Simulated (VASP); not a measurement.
Write the native input for VASP 6.6.1 that does the following.

* Task: single point
* Functional: r2SCAN
* Dispersion: D3(BJ)
* Potentials or basis: VASP PAW PBE potentials, release 64 (In_d, Sb)
* Cutoff: 550 eV
* k mesh: 6 × 6 × 6
* Occupations: gaussian, width 0.05 eV
* Spin: no spin polarisation
* Dipole correction: no
* Further INCAR settings: ALGO = Normal; EDIFF = 1e-06; NBANDS = 16

The system is InSb.

```
CELL_PARAMETERS angstrom
0.00000 3.30596 3.30596
3.30596 0.00000 3.30596
3.30596 3.30596 0.00000
ATOMIC_POSITIONS crystal
In 0.00000 0.00000 0.00000
Sb 0.75000 0.75000 0.75000
```

One way to write it, as run:

POSCAR

```
InSb
1.0
    0.0000000000      3.3059597773      3.3059597773
    3.3059597773      0.0000000000      3.3059597773
    3.3059597773      3.3059597773      0.0000000000
In Sb
1 1
Direct
    0.0000000000      0.0000000000      0.0000000000
    0.7500000000      0.7500000000      0.7500000000
```

INCAR.step1

```
  PREC = Accurate
  ENCUT = 550
  ISMEAR = 0
  SIGMA = 0.05
  LREAL = F
  LASPH = T
  NELM = 120
  NBANDS = 16
  GGA = PE
  ALGO = Normal
  EDIFF = 1E-5
  LWAVE = T
  LCHARG = F
  GGA_COMPAT = F
```

INCAR.step2

```
  PREC = Accurate
  ENCUT = 550
  EDIFF = 1E-6
  ISMEAR = 0
  SIGMA = 0.05
  LREAL = F
  LASPH = T
  NELM = 120
  ALGO = Normal
  ISIF = 2
  LWAVE = F
  LCHARG = T
  METAGGA = R2SCAN
  LMIXTAU = T
  IVDW = 12
  VDW_S6 = 1.0
  VDW_S8 = 0.78981345
  VDW_A1 = 0.49484001
  VDW_A2 = 5.73083694
  LELF = T
  LVHAR = T
  NBANDS = 16
  ISTART = 1
  GGA_COMPAT = F
```

KPOINTS

```
regular mesh
0
Gamma
  6 6 6
```

Potentials or basis: VASP PAW PBE potentials, release 64 (In_d, Sb).

Run with:

```sh
$ cat potpaw_PBE.64/In_d/POTCAR potpaw_PBE.64/Sb/POTCAR > POTCAR
$ cp INCAR.step1 INCAR
$ mpirun -np 1 vasp_std > vasp.out
$ cp INCAR.step2 INCAR
$ mpirun -np 1 vasp_std > vasp.out
```

Results of the run:

| Property | Result |
| --- | --- |
| Pressure | -1.6 GPa |
| Band gap on the k mesh | zero (filled and empty bands touch) |
| Dispersion energy per atom | -0.150 eV |

Caveat: three body term missing; semilocal functionals underestimate gaps, so a narrow gap can read as zero; the PAW data sets were made with another functional, which shifts forces and pressure a little; spin-orbit coupling is left out, which moves the levels of the heavy elements.

It took 3.1 min on 1 thread of Intel Xeon 8259CL, on a shared host, peak memory 0.24 GiB.
